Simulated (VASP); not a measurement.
# Ag (I4/mmm) in VASP: single point with PBE

Aim: the single point of Ag with PBE.

Program: VASP 6.6.1. These are calculated values, not measurements. Logs are shortened: lines on timing, memory, paths and dates and some standing lists are left out, and cuts for length are marked.

### Step 1. The cell of the first run

It takes space group I4/mmm (No. 139, tetragonal). The conventional cell has a = 2.456 Å, b = 2.456 Å, c = 4.086 Å, α = 90.00°, β = 90.00°, γ = 90.00°. Ag (site symmetry 4/mmm) has 12 Ag at 2.46 to 2.68 Å within 3.2 Å.

### Step 2. Single point, PBE (strain -0.1500 x Voigt [1, 1, 0, 0, 0, 0])

Contents of INCAR:

```
SYSTEM = Ag
ALGO     = Normal         ! electronic algorithm
EDIFF    = 1E-7           ! SCF threshold, eV
ENCUT    = 520            ! plane-wave cutoff, eV
GGA      = PE             ! functional
ISIF     = 2              ! what is computed and relaxed
ISMEAR   = 0              ! smearing method
LASPH    = .TRUE.         ! aspherical terms in the spheres
LCHARG   = .FALSE.        ! write CHGCAR
LREAL    = .FALSE.        ! projectors in reciprocal space
LWAVE    = .FALSE.        ! write WAVECAR
NBANDS   = 12             ! bands
NELM     = 100            ! most SCF steps
PREC     = Accurate       ! precision mode
SIGMA    = 0.15           ! smearing width, eV
```

Contents of KPOINTS:

```
k-points
0
G
  20 20 20
  0 0 0
```

Contents of POSCAR:

```
Ag
1.0
    0.0000000000      1.7366350000      2.0431000000
    1.7366350000      0.0000000000      2.0431000000
    1.7366350000      1.7366350000      0.0000000000
Ag
1
Direct
    0.0000000000      0.0000000000      0.0000000000
```

Potentials or basis: VASP PAW PBE potentials, release 64 (Ag).

Launch:

```sh
cat potpaw_PBE.64/Ag/POTCAR > POTCAR
mpirun -np 1 vasp_std > vasp.out
```

OUTCAR:

```text
SYSTEM = Ag
   EDIFF = 1E-7
   ENCUT = 520
   GGA = PE
   ISIF = 2
   ISMEAR = 0
   LASPH = .TRUE.
   LREAL = .FALSE.
   NELM = 100
   PREC = Accurate

 ion  position               nearest neighbor table
   1  0.000  0.000  0.000-

  LATTYP: Found a body centered tetragonal cell.
 ALAT       =     2.4559727699
 C/A-ratio  =     1.6637806616

  Lattice vectors:

 A1 = (  -1.7366350000,   0.0000000000,   2.0431000000)
 A2 = (   1.7366350000,   0.0000000000,   2.0431000000)
 A3 = (   0.0000000000,   1.7366350000,  -2.0431000000)

Analysis of symmetry for initial positions (statically):
=====================================================================
 Subroutine PRICEL returns:
 Original cell was already a primitive cell.

 Routine SETGRP: Setting up the symmetry group for a
 body centered tetragonal supercell.

 Subroutine GETGRP returns: Found 16 space group operations
 (whereof 16 operations were pure point group operations)
 out of a pool of 16 trial point group operations.

The static configuration has the point symmetry D_4h.

Analysis of symmetry for dynamics (positions and initial velocities):
=====================================================================
 Subroutine PRICEL returns:
 Original cell was already a primitive cell.

 Routine SETGRP: Setting up the symmetry group for a
 body centered tetragonal supercell.

 Subroutine GETGRP returns: Found 16 space group operations
 (whereof 16 operations were pure point group operations)
 out of a pool of 16 trial point group operations.

The dynamic configuration has the point symmetry D_4h.

 Subroutine INISYM returns: Found 16 space group operations
 (whereof 16 operations are pure point group operations),
 and found     1 'primitive' translations

----------------------------------------------------------------------------------------

                                     Primitive cell

  volume of cell :      12.3236

  direct lattice vectors                    reciprocal lattice vectors
     0.000000000  1.736635000  2.043100000    -0.287913119  0.287913119  0.244726151
     1.736635000  0.000000000  2.043100000     0.287913119 -0.287913119  0.244726151
     1.736635000  1.736635000  0.000000000     0.287913119  0.287913119 -0.244726151

  length of vectors
     2.681447134  2.681447134  2.455972770     0.475056647  0.475056647  0.475056647

  position of ions in fractional coordinates (direct lattice)
     0.000000000  0.000000000  0.000000000

  ion indices of the primitive-cell ions
   primitive index   ion index
                 1           1

----------------------------------------------------------------------------------------

 KPOINTS: k-points

Automatic generation of k-mesh.
 Grid dimensions read from file:
 generate k-points for:   20   20   20

 Generating k-lattice:

  Cartesian coordinates                     Fractional coordinates (reciprocal lattice)
    -0.014395656  0.014395656  0.012236308     0.050000000  0.000000000  0.000000000
     0.014395656 -0.014395656  0.012236308     0.000000000  0.050000000  0.000000000
     0.014395656  0.014395656 -0.012236308     0.000000000  0.000000000  0.050000000

  Length of vectors
     0.023752832  0.023752832  0.023752832

  Shift w.r.t. Gamma in fractional coordinates (k-lattice)
     0.000000000  0.000000000  0.000000000

 Subroutine IBZKPT returns following result:
 ===========================================

 Found    641 irreducible k-points:

 Following reciprocal coordinates:
            Coordinates               Weight
  0.000000  0.000000  0.000000      1.000000
  0.050000  0.000000  0.000000      8.000000
  0.100000  0.000000  0.000000      8.000000
  0.150000  0.000000  0.000000      8.000000
  0.200000  0.000000  0.000000      8.000000
  0.250000  0.000000  0.000000      8.000000
[... 16 lines left out ...]
 -0.400000  0.050000  0.000000      8.000000
 -0.350000  0.050000  0.000000      8.000000
 [... further k-points ...]
   k-points           NKPTS =    641   k-points in BZ     NKDIM =    641   number of bands    NBANDS=     12
   number of dos      NEDOS =    301   number of ions     NIONS =      1
   total plane-waves  NPLWV =   7200
   dimension x,y,z NGX =    20 NGY =   20 NGZ =   18
   dimension x,y,z NGXF=    40 NGYF=   40 NGZF=   36
   ions per type =               1
   NGX,Y,Z   is equivalent  to a cutoff of  12.40, 12.40, 12.18 a.u.
   NGXF,Y,Z  is equivalent  to a cutoff of  24.80, 24.80, 24.37 a.u.
 SYSTEM =  Ag
   PREC   = accura    normal or accurate (medium, high low for compatibility)
   ISTART =      0    job   : 0-new  1-cont  2-samecut
   ICHARG =      2    charge: 1-file 2-atom 10-const
   ISPIN  =      1    spin polarized calculation?
   LNONCOLLINEAR =      F non collinear calculations
   LSORBIT =      F    spin-orbit coupling
   LASPH  =      T    aspherical Exc in radial PAW
   ENCUT  =  520.0 eV  38.22 Ry    6.18 a.u.   4.99  4.99  4.57*2*pi/ulx,y,z
   NELM   =    100;   NELMIN=  2; NELMDL= -5     # of ELM steps
   EDIFF  = 0.1E-06   stopping-criterion for ELM
   LREAL  =      F    real-space projection
   EDIFFG = 0.1E-05   stopping-criterion for IOM
   NSW    =      0    number of steps for IOM
   IBRION =     -1    ionic relax: 0-MD 1-quasi-New 2-CG
   NFREE  =      0    steps in history (QN), initial steepest desc. (CG)
   ISIF   =      2    stress and relaxation
   ISYM   =      2    0-nonsym 1-usesym 2-fastsym
   POTIM  = 0.5000    time-step for ionic-motion
   TEBEG  =    0.0;   TEEND  =   0.0 temperature during run
   PSTRESS=    0.0 pullay stress
   NELECT =      11.0000    total number of electrons
   NUPDOWN=      -1.0000    fix difference up-down
   EMIN   =  10.00;   EMAX   =-10.00  energy-range for DOS
   EFERMI =   0.00;   METHOD = LEGACY
   ISMEAR =     0;   SIGMA  =   0.15  broadening in eV -4-tet -1-fermi 0-gaus
   EFERMI_NEDOS =   21; number of points for ismear=-14 and -15
   IALGO  =     38    algorithm
   IMIX   =      4    mixing-type and parameters
     AMIX     =   0.40;   BMIX     =  1.00
     AMIX_MAG =   1.60;   BMIX_MAG =  1.00
  volume/ion in A,a.u.               =      12.32        83.16
  Fermi-wavevector in a.u.,A,eV,Ry     =   1.576256  2.978692 33.804814  2.484584
  Thomas-Fermi vector in A             =   2.677117
   LORBIT       =      0    0 simple, 1 ext, 2 COOP (PROOUT), +10 PAW based schemes
   GGA     = PE    functional components
   LHFCALC =     F    Hartree Fock is set to
   AEXX    =    0.0000 exact exchange contribution
   IVDW    =     0    specifies the selected vdW correction
   LEPSILON=     F    determine dielectric tensor
   LRPA    =     F    only Hartree local field effects (RPA)
 non-spin polarized calculation
 Gauss-broadening in eV      SIGMA  =   0.15
  energy-cutoff  :      520.00
  volume of cell :       12.32
 maximum number of plane-waves:       352
   NGX =  9   NGY =  9   NGZ =  9

 number of electron      11.0000002 magnetization

 Free energy of the ion-electron system (eV)
  ---------------------------------------------------
  ext. energy  EPLUGINS =         0.00000000
  ---------------------------------------------------
  free energy    TOTEN  =        -1.50266129 eV

  energy without entropy =       -1.50118346  energy(sigma->0) =       -1.50192237

 E-fermi :  14.1314     XC(G=0): -14.2557

 val. band max:       14.1048311693   @ k =   0.4500  -0.0000   0.2000
 cond. band min:      14.1486217194   @ k =  -0.1500   0.3000   0.2500
 fundamental gap:      0.0437905501
 Fermi energy:        14.1313647343

 k-point     1 :       0.0000    0.0000    0.0000
  band No.  band energies     occupation
      1       3.3997      2.00000
      2       6.4072      2.00000
      3       8.2302      2.00000
      4       8.2456      2.00000
      5       8.2456      2.00000
      6      10.2347      2.00000
      7      30.6183      0.00000
      8      32.8056      0.00000
      9      37.2824      0.00000
     10      37.2824      0.00000
     11      41.5669      0.00000
     12      44.9021      0.00000

 k-point     2 :       0.0500    0.0000    0.0000
  band No.  band energies     occupation
      1       3.5045      2.00000
      2       6.4425      2.00000
      3       8.1831      2.00000
      4       8.2593      2.00000
      5       8.2786      2.00000
      6      10.1969      2.00000
      7      30.7225      0.00000
      8      32.8151      0.00000
      9      36.5949      0.00000
     10      37.4115      0.00000
     11      42.1614      0.00000
     12      43.9079      0.00000

 k-point     3 :       0.1000    0.0000    0.0000
  band No.  band energies     occupation
      1       3.8069      2.00000
      2       6.5417      2.00000
      3       8.0226      2.00000
      4       8.3461      2.00000
      5       8.3718      2.00000
      6      10.0927      2.00000
      7      30.9692      0.00000
      8      32.6371      0.00000
      9      35.5490      0.00000
     10      37.7770      0.00000
     11      41.3403      0.00000
     12      44.4651      0.00000
[... 286 lines left out ...]
 k-point    23 :      -0.4000    0.0500    0.0000
  band No.  band energies     occupation
      1       5.0575      2.00000
      2       6.7781      2.00000
      3       8.3371      2.00000
      4      10.1660      2.00000
      5      10.2528      2.00000
      6      12.3257      2.00000
      7      21.2486      0.00000
      8      28.6681      0.00000
      9      34.6149      0.00000
     10      37.8432      0.00000
     11      39.3134      0.00000
     12      44.0344      0.00000

 k-point    24 :      -0.3500    0.0500    0.0000
  band No.  band energies     occupation
      1       5.1688      2.00000
      2       6.8568      2.00000
      3       8.4356      2.00000
      4       9.5262      2.00000
      5      10.0426      2.00000
      6      11.3811      2.00000
      7      22.9845      0.00000
      8      29.1781      0.00000
      9      35.2271      0.00000
     10      38.7109      0.00000
     11      38.7917      0.00000
     12      42.8901      0.00000

 [... further k-points ...]

------------------------ aborting loop because EDIFF is reached ----------------------------------------

  FORCE on cell =-STRESS in cart. coord.  units (eV):
  Direction    XX          YY          ZZ          XY          YZ          ZX
  --------------------------------------------------------------------------------------
  -------------------------------------------------------------------------------------
  Total        8.5189351      8.5189351      5.8727851      0.0000000      0.0000000      0.0000000
  in kB     1107.5393675   1107.5393675    763.5156974      0.0000000      0.0000000      0.0000000
  external PRESSURE =     992.8648108 kB  Pullay stress =       0.0000000 kB

 VOLUME and BASIS-vectors are now :
 -----------------------------------------------------------------------------
  energy-cutoff  :      520.00
  volume of cell :       12.32
      direct lattice vectors                 reciprocal lattice vectors
     0.000000000  1.736635000  2.043100000    -0.287913119  0.287913119  0.244726151
     1.736635000  0.000000000  2.043100000     0.287913119 -0.287913119  0.244726151
     1.736635000  1.736635000  0.000000000     0.287913119  0.287913119 -0.244726151

 POSITION                                       TOTAL-FORCE (eV/Angst)
 -----------------------------------------------------------------------------------
      0.00000      0.00000      0.00000         0.000000      0.000000      0.000000
 -----------------------------------------------------------------------------------
    total drift:                                0.000000     -0.000000      0.000000

  FREE ENERGIE OF THE ION-ELECTRON SYSTEM (eV)
  ---------------------------------------------------
  free  energy   TOTEN  =        -1.5026612869 eV

  energy  without entropy=       -1.5011834626  energy(sigma->0) =       -1.50192237
```

Wall time 1.7 min (1 thread of Intel Xeon 8259CL, shared host); peak memory 0.2 GiB.

Results:

```yaml
Free_energy: -1.5027 eV
Pressure: 99.3 GPa
Band_gap_on_the_k_mesh: zero (an odd number of electrons rules out a gap without spin polarisation)
```

Stress tensor (GPa, compression positive):
```
110.75   0.00   0.00
  0.00 110.75   0.00
  0.00   0.00  76.35
```

Levels at points of the mesh, in eV from the Fermi level:
```
           k point  band 4  band 5  band 6  band 7  band 8  band 9
(0.00, 0.00, 0.00)   -5.89   -5.89   -3.90   16.49   18.67   23.15
(0.50, 0.00, 0.00)   -3.68   -3.13   -1.52    5.80   14.40   20.46
(0.50, 0.50, 0.00)   -3.14   -3.14   -1.08    6.47   14.45   14.45
(0.50, 0.00, 0.50)   -3.64   -2.23    2.41   10.67   11.19   11.88
```

Caveat: the cell differs from its parent crystal (strain -0.1500 x Voigt [1, 1, 0, 0, 0, 0]); the stress differs along the axes, from 76 to 111 GPa.

The gap in the log of VASP goes by the Fermi energy; the results here count the filled bands.